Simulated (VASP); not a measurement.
**Li: single point with PBE+D3(BJ)**

Crystal: Li.

```
CELL_PARAMETERS angstrom
0.00000 2.37816 2.20200
2.37816 0.00000 2.20200
2.37816 2.37816 0.00000
ATOMIC_POSITIONS crystal
Li 0.00000 0.00000 0.00000
```

This cell differs from its parent crystal: strain +0.080 along x and y, +0.000 along z.

```
Program                : VASP 6.6.1
Task                   : single point
Functional             : PBE
Dispersion             : D3(BJ)
Potentials or basis    : VASP PAW PBE potentials, release 64 (Li_sv)
Cutoff                 : 520 eV
k mesh                 : 18 × 18 × 18
Occupations            : gaussian, width 0.15 eV
Spin                   : no spin polarisation
Dipole correction      : no
Further INCAR settings : ALGO = Normal; EDIFF = 1e-07; NBANDS = 8
```

```
Dispersion energy per atom : -0.138 eV
```

Levels at points of the mesh, in eV from the Fermi level:
| k point | band 1 | band 2 | band 3 | band 4 | band 5 | band 6 | band 7 |
| --- | --- | --- | --- | --- | --- | --- | --- |
| (0.00, 0.00, 0.00) | -46.90 | -3.28 | 12.33 | 12.44 | 12.44 | 15.96 | 15.96 |
| (0.50, 0.00, 0.00) | -46.89 | 0.07 | 2.33 | 10.38 | 11.26 | 13.88 | 15.08 |
| (0.50, 0.50, 0.00) | -46.89 | 1.99 | 4.67 | 6.73 | 6.73 | 8.76 | 12.29 |
| (0.50, 0.00, 0.50) | -46.89 | 1.11 | 3.69 | 7.53 | 7.86 | 9.75 | 13.17 |

Run time: 37 s on 1 thread of Intel(R) Xeon(R) Platinum 8375C CPU @ 2.90GHz (Ice Lake), with other jobs on the host, peak memory 0.2 GiB.

Caveat: the cell differs from its parent crystal (strain +0.080 along x and y, +0.000 along z).
